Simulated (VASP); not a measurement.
Wanted: the native input for a VASP 6.6.1 run.

```yaml
Task: single point
Functional: PBEsol
Potentials_or_basis: VASP PAW PBE potentials, release 64 (Pb_d, S)
Cutoff: 400 eV
k_mesh: 4 × 4 × 2
Occupations: methfessel-paxton, width 0.1 eV
Spin: no spin polarisation
Dipole_correction: no
Further_INCAR_settings: ALGO = Normal; EDIFF = 1e-06; NBANDS = 28; NELMDL = -8
```

The structure of PbS lies in POSCAR:

```
PbS
1.0
    4.0896980000      0.0000000000      0.0000000000
   -2.0448490000      3.5417820000      0.0000000000
    0.0000000000      0.0000000000     11.5763340000
Pb S
2 2
Direct
    0.0000000000      0.0000000000      0.0000000000
    0.0000000000      0.0000000000      0.3272337339
    0.6666666667      0.3333333333      0.1636168670
    0.6666666667      0.3333333333      0.4908506009
```

The input as run:

INCAR

```
  ALGO = Normal
  EDIFF = 1E-6
  ENCUT = 400
  GGA = PS
  GGA_COMPAT = F
  ISIF = 2
  ISMEAR = 1
  LASPH = T
  LCHARG = T
  LELF = T
  LREAL = F
  LVHAR = T
  LWAVE = F
  NBANDS = 28
  NELM = 120
  NELMDL = -8
  PREC = Accurate
  SIGMA = 0.1
```

KPOINTS

```
k-points
0
Gamma
  4 4 2
```

Potentials or basis: VASP PAW PBE potentials, release 64 (Pb_d, S).

Launch:

```console
$ cat potpaw_PBE.64/Pb_d/POTCAR potpaw_PBE.64/S/POTCAR > POTCAR
$ mpirun -np 1 vasp_std > vasp.out
```

Results of the run:

The largest force is 2.560 eV/Å and the band gap on the k mesh is zero (band 20 reaches 1.73 eV, above the bottom of band 21 at 1.72 eV).

Caveat: the k points lie up to 0.44 Å⁻¹ apart; the PAW data sets were made with another functional, which shifts forces and pressure a little; spin-orbit coupling is left out, which moves the levels of the heavy elements.

It took 47 s on 1 thread of Intel(R) Xeon(R) Platinum 8259CL CPU @ 2.50GHz (Skylake/Cascade Lake) (shared host), peak memory 0.23 GiB.
